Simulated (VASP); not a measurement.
# FePt (P4/mmm) in VASP: vibrations by perturbation theory with PBE

Aim: the vibrations by perturbation theory of FePt with PBE.

All numbers are computed with VASP 6.6.1; they aren't measurements. Logs are shortened: lines on timing, memory, paths and dates and some standing lists are left out, and cuts for length are marked.

### Step 1. The cell of the first run

Symmetry: P4/mmm, No. 123, tetragonal system. Conventional cell: a = 2.731 Å, b = 2.731 Å, c = 3.764 Å, α = 90.00°, β = 90.00°, γ = 90.00°. Fe (site symmetry 4/mmm) has 8 Pt at 2.70 Å and 4 Fe at 2.73 Å within 3.6 Å. Within 3.6 Å of Pt (site symmetry 4/mmm) lie 8 Fe at 2.70 Å and 4 Pt at 2.73 Å.

### Step 2. Vibrations by perturbation theory, PBE, collinear spin, ferromagnetic start

Input file INCAR:

```
PREC = Accurate
ENCUT = 600
EDIFF = 1E-8
ISMEAR = 0
SIGMA = 0.2
LREAL = F
LASPH = T
NELM = 200
ALGO = Normal
ISIF = 2
LWAVE = F
LCHARG = F
ISPIN = 2
MAGMOM = 3.29 0.42
LORBIT = 11
LMAXMIX = 4
GGA = PE
NBANDS = 20
IBRION = 8
NSW = 1
GGA_COMPAT = F
KPAR = 4
```

Input file KPOINTS:

```
regular mesh
0
Gamma
  20 20 14
```

Input file POSCAR:

```
FePt
1.0
    2.7305416705      0.0000000000      0.0000000000
    0.0000000000      2.7305416705      0.0000000000
    0.0000000000      0.0000000000      3.7637627082
Fe Pt
1 1
Direct
    0.5000000000      0.5000000000      0.5000000000
    0.0000000000      0.0000000000      0.0000000000
```

Potentials or basis: VASP PAW PBE potentials, release 64 (Fe, Pt).

Launch:

```
$ cat potpaw_PBE.64/Fe/POTCAR potpaw_PBE.64/Pt/POTCAR > POTCAR
$ mpirun -np 4 vasp_std > vasp.out
```

OUTCAR:

```text
PREC = Accurate
   ENCUT = 600
   EDIFF = 1E-8
   ISMEAR = 0
   LREAL = F
   LASPH = T
   NELM = 200
   ISIF = 2
   ISPIN = 2
   LORBIT = 11
   GGA = PE
   IBRION = 8
   NSW = 1

 ion  position               nearest neighbor table
   1  0.500  0.500  0.500-   2 2.70   2 2.70   2 2.70   2 2.70   2 2.70   2 2.70   2 2.70   2 2.70

   2  0.000  0.000  0.000-   1 2.70   1 2.70   1 2.70   1 2.70   1 2.70   1 2.70   1 2.70   1 2.70

  LATTYP: Found a simple tetragonal cell.
 ALAT       =     2.7305416705
 C/A-ratio  =     1.3783941658

  Lattice vectors:

 A1 = (   2.7305416705,   0.0000000000,   0.0000000000)
 A2 = (   0.0000000000,   2.7305416705,   0.0000000000)
 A3 = (   0.0000000000,   0.0000000000,   3.7637627082)

Analysis of symmetry for initial positions (statically):
=====================================================================
 Subroutine PRICEL returns:
 Original cell was already a primitive cell.

 Routine SETGRP: Setting up the symmetry group for a
 simple tetragonal supercell.

 Subroutine GETGRP returns: Found 16 space group operations
 (whereof 16 operations were pure point group operations)
 out of a pool of 16 trial point group operations.

The static configuration has the point symmetry D_4h.

Analysis of symmetry for dynamics (positions and initial velocities):
=====================================================================
 Subroutine PRICEL returns:
 Original cell was already a primitive cell.

 Routine SETGRP: Setting up the symmetry group for a
 simple tetragonal supercell.

 Subroutine GETGRP returns: Found 16 space group operations
 (whereof 16 operations were pure point group operations)
 out of a pool of 16 trial point group operations.

The dynamic configuration has the point symmetry D_4h.

Analysis of structural, dynamic, and magnetic symmetry:
=====================================================================
 Subroutine PRICEL returns:
 Original cell was already a primitive cell.

 Routine SETGRP: Setting up the symmetry group for a
 simple tetragonal supercell.

 Subroutine GETGRP returns: Found 16 space group operations
 (whereof 16 operations were pure point group operations)
 out of a pool of 16 trial point group operations.

The overall configuration has the point symmetry D_4h.

 Subroutine INISYM returns: Found 16 space group operations
 (whereof 16 operations are pure point group operations),
 and found     1 'primitive' translations

----------------------------------------------------------------------------------------

                                     Primitive cell

  volume of cell :      28.0621

  direct lattice vectors                    reciprocal lattice vectors
     2.730541671  0.000000000  0.000000000     0.366227702  0.000000000  0.000000000
     0.000000000  2.730541671  0.000000000     0.000000000  0.366227702  0.000000000
     0.000000000  0.000000000  3.763762708     0.000000000  0.000000000  0.265691564

  length of vectors
     2.730541671  2.730541671  3.763762708     0.366227702  0.366227702  0.265691564

  position of ions in fractional coordinates (direct lattice)
     0.500000000  0.500000000  0.500000000
     0.000000000  0.000000000  0.000000000

  ion indices of the primitive-cell ions
   primitive index   ion index
                 1           1
                 2           2

----------------------------------------------------------------------------------------

 KPOINTS: regular mesh

Automatic generation of k-mesh.
 Grid dimensions read from file:
 generate k-points for:   20   20   14

 Generating k-lattice:

  Cartesian coordinates                     Fractional coordinates (reciprocal lattice)
     0.018311385  0.000000000  0.000000000     0.050000000  0.000000000  0.000000000
     0.000000000  0.018311385  0.000000000     0.000000000  0.050000000  0.000000000
     0.000000000  0.000000000  0.018977969     0.000000000  0.000000000  0.071428571

  Length of vectors
     0.018311385  0.018311385  0.018977969

  Shift w.r.t. Gamma in fractional coordinates (k-lattice)
     0.000000000  0.000000000  0.000000000

 Subroutine IBZKPT returns following result:
[... 52 lines left out ...]
   NSW    =      1    number of steps for IOM
   IBRION =      8    ionic relax: 0-MD 1-quasi-New 2-CG
   NFREE  =      0    steps in history (QN), initial steepest desc. (CG)
   ISIF   =      2    stress and relaxation
   ISYM   =      2    0-nonsym 1-usesym 2-fastsym
   POTIM  = 0.5000    time-step for ionic-motion
   TEBEG  =    0.0;   TEEND  =   0.0 temperature during run
   PSTRESS=    0.0 pullay stress
   NELECT =      18.0000    total number of electrons
   NUPDOWN=      -1.0000    fix difference up-down
   EMIN   =  10.00;   EMAX   =-10.00  energy-range for DOS
   EFERMI =   0.00;   METHOD = LEGACY
   ISMEAR =     0;   SIGMA  =   0.20  broadening in eV -4-tet -1-fermi 0-gaus
   EFERMI_NEDOS =   21; number of points for ismear=-14 and -15
   IALGO  =     38    algorithm
   IMIX   =      4    mixing-type and parameters
     AMIX     =   0.40;   BMIX     =  1.00
     AMIX_MAG =   1.60;   BMIX_MAG =  1.00
  volume/ion in A,a.u.               =      14.03        94.69
  Fermi-wavevector in a.u.,A,eV,Ry     =   1.411862  2.668033 27.121248  1.993356
  Thomas-Fermi vector in A             =   2.533670
   LORBIT       =     11    0 simple, 1 ext, 2 COOP (PROOUT), +10 PAW based schemes
   GGA     = PE    functional components
   LHFCALC =     F    Hartree Fock is set to
   AEXX    =    0.0000 exact exchange contribution
   IVDW    =     0    specifies the selected vdW correction
   LEPSILON=     F    determine dielectric tensor
   LRPA    =     F    only Hartree local field effects (RPA)
 spin polarized calculation
 Gauss-broadening in eV      SIGMA  =   0.20
  energy-cutoff  :      600.00
  volume of cell :       28.06
 maximum number of plane-waves:       959
 NGX is ok and might be reduce to    24
   NGX = 11   NGY = 11   NGZ = 15

--------------------------------------- Ionic step        1  -------------------------------------------

 number of electron      17.9999998 magnetization       3.3012913

 Free energy of the ion-electron system (eV)
  ---------------------------------------------------
  ext. energy  EPLUGINS =         0.00000000
  ---------------------------------------------------
  free energy    TOTEN  =       -14.81937992 eV

  energy without entropy =      -14.79268382  energy(sigma->0) =      -14.80603187

 E-fermi :   8.4641     XC(G=0): -12.9606

 val. band max:        8.4594518584   @ k =   0.4500   0.4500   0.0000
 cond. band min:       8.4704343601   @ k =   0.5000   0.1500   0.0714
 fundamental gap:      0.0109825016
 Fermi energy:         8.4641470141

 spin component 1

 k-point     1 :       0.0000    0.0000    0.0000
  band No.  band energies     occupation
      1      -0.9877      1.00000
      2       2.2354      1.00000
      3       2.4183      1.00000
      4       5.0800      1.00000
      5       5.0800      1.00000
      6       5.5307      1.00000
[... 541 lines left out ...]
     19      29.3091      0.00000
     20      30.4422      0.00000

 [... further k-points ...]

 spin component 2

 k-point     1 :       0.0000    0.0000    0.0000
  band No.  band energies     occupation
      1      -0.8542      1.00000
      2       2.8029      1.00000
      3       2.8117      1.00000
      4       6.1815      1.00000
      5       6.1815      1.00000
      6       7.6743      1.00000
[... 544 lines left out ...]
 [... further k-points ...]
[... 5 lines left out ...]
  --------------------------------------------------------------------------------------
  -------------------------------------------------------------------------------------
  Total       -0.0705080     -0.0705080     -0.0575464      0.0000000     -0.0000000     -0.0000000
  in kB       -4.0255884     -4.0255884     -3.2855564      0.0000000     -0.0000000     -0.0000000
  external PRESSURE =      -3.7789110 kB  Pullay stress =       0.0000000 kB

 VOLUME and BASIS-vectors are now :
 -----------------------------------------------------------------------------
  energy-cutoff  :      600.00
  volume of cell :       28.06
      direct lattice vectors                 reciprocal lattice vectors
     2.730541671  0.000000000  0.000000000     0.366227702  0.000000000  0.000000000
     0.000000000  2.730541671  0.000000000     0.000000000  0.366227702  0.000000000
     0.000000000  0.000000000  3.763762708     0.000000000  0.000000000  0.265691564

 POSITION                                       TOTAL-FORCE (eV/Angst)
 -----------------------------------------------------------------------------------
      1.36527      1.36527      1.88188         0.000000      0.000000      0.000000
      0.00000      0.00000      0.00000         0.000000      0.000000      0.000000
 -----------------------------------------------------------------------------------
    total drift:                                0.000000      0.000000     -0.000000

  FREE ENERGIE OF THE ION-ELECTRON SYSTEM (eV)
  ---------------------------------------------------
  free  energy   TOTEN  =       -14.8193799171 eV

  energy  without entropy=      -14.7926838187  energy(sigma->0) =      -14.80603187

[... ionic steps 2 to 3 ...]

--------------------------------------- Ionic step        4  -------------------------------------------

------------------------ aborting loop because EDIFF is reached ----------------------------------------
[... 11 lines left out ...]
[... ionic steps 8 to 8 ...]

--------------------------------------- Ionic step        9  -------------------------------------------

 Free energy of the ion-electron system (eV)
  ---------------------------------------------------
  ---------------------------------------------------
  free energy    TOTEN  =        -0.26508980 eV

  energy without entropy =       -0.26508981

------------------------ aborting loop because EDIFF is reached ----------------------------------------

 INTERNAL STRAIN TENSOR  FOR ION    2  DIRECTION 3   (eV/Angst):
 -----------------------------------------------------------------------------
    -0.01382  0.00000 -0.00000
     0.00000 -0.01382  0.00000
     0.00000 -0.00000  0.01099

 INTERNAL STRAIN TENSOR FOR ION    2 for displacements in x,y,z  (eV/Angst):
          X           Y           Z          XY          YZ          ZX
  --------------------------------------------------------------------------------
  x     0.00000     0.00000     0.00000     0.00000     0.00000     0.00000
  y     0.00000     0.00000     0.00000     0.00000     0.00000     0.00000
  z     0.00000     0.00000     0.00000     0.00000     0.00000     0.00000

 SECOND DERIVATIVES (NOT SYMMETRIZED)
 ------------------------------------
               1X          1Y          1Z          2X          2Y          2Z
  1X    -3.830973    0.000000    0.000000    3.830973    0.000000    0.000000
  1Y     0.000000   -3.830973    0.000000    0.000000    3.830973    0.000000
  1Z     0.000000   -0.000000   -8.001532   -0.000000    0.000000    8.001532
  2X     3.849360    0.000000    0.000000   -3.849360    0.000000    0.000000
  2Y     0.000000    3.849360    0.000000    0.000000   -3.849360    0.000000
  2Z     0.000000    0.000000    8.009333    0.000000   -0.000000   -8.009333

 Eigenvectors and eigenvalues of the dynamical matrix
 ----------------------------------------------------

   1 f  =    6.711998 THz    42.172727 2PiTHz  223.888152 cm-1    27.758581 meV
             X         Y         Z           dx          dy          dz
      1.365271  1.365271  1.881881     0.000000   -0.000000   -0.881628
      0.000000  0.000000  0.000000     0.000000    0.000000    0.471944
[... 21 lines left out ...]
   6 f/i=    0.004633 THz     0.029110 2PiTHz    0.154539 cm-1     0.019160 meV
             X         Y         Z           dx          dy          dz
      1.365271  1.365271  1.881881    -0.000000    0.472645   -0.000000
      0.000000  0.000000  0.000000    -0.000000    0.881253    0.000000

--------------------------------------------------------------------------------------------------------

 ELASTIC MODULI CONTR FROM IONIC RELAXATION (kBar)
 Direction    XX          YY          ZZ          XY          YZ          ZX
 --------------------------------------------------------------------------------
 XX           0.0000      0.0000      0.0000      0.0000      0.0000      0.0000
 YY           0.0000      0.0000      0.0000      0.0000      0.0000      0.0000
 ZZ           0.0000      0.0000      0.0000      0.0000      0.0000      0.0000
 XY           0.0000      0.0000      0.0000      0.0000      0.0000      0.0000
 YZ           0.0000      0.0000      0.0000      0.0000      0.0000      0.0000
 ZX           0.0000      0.0000      0.0000      0.0000      0.0000      0.0000
 --------------------------------------------------------------------------------

 total charge

# of ion       s       p       d       tot
------------------------------------------
    1        0.403   0.438   6.110   6.951
    2        0.707   0.646   8.046   9.399
--------------------------------------------------
tot          1.111   1.083  14.157  16.350

 magnetization (x)

# of ion       s       p       d       tot
------------------------------------------
    1        0.005  -0.006   2.953   2.951
    2       -0.025  -0.066   0.420   0.329
--------------------------------------------------
tot         -0.020  -0.072   3.373   3.281
```

Run time: 52 min. Hardware: 4 MPI ranks of AMD EPYC 7R43 (Zen 3), shared host; peak memory 2.2 GiB.

What came out:

* Net moment: 3.30 μB per cell
* Site moments: Fe +2.95; Pt +0.33 μB
* Valence electrons inside the program's atomic spheres: Fe 6.95; Pt 9.40
* Highest phonon frequency at Γ: 224 cm⁻¹

Phonon frequencies in cm⁻¹ (negative: imaginary):
| q point | frequencies |
| --- | --- |
| (0.000, 0.000, 0.000) | 0 0 0 155 155 224 |

Caveat: spin-orbit coupling is left out, which moves the levels of the heavy elements.
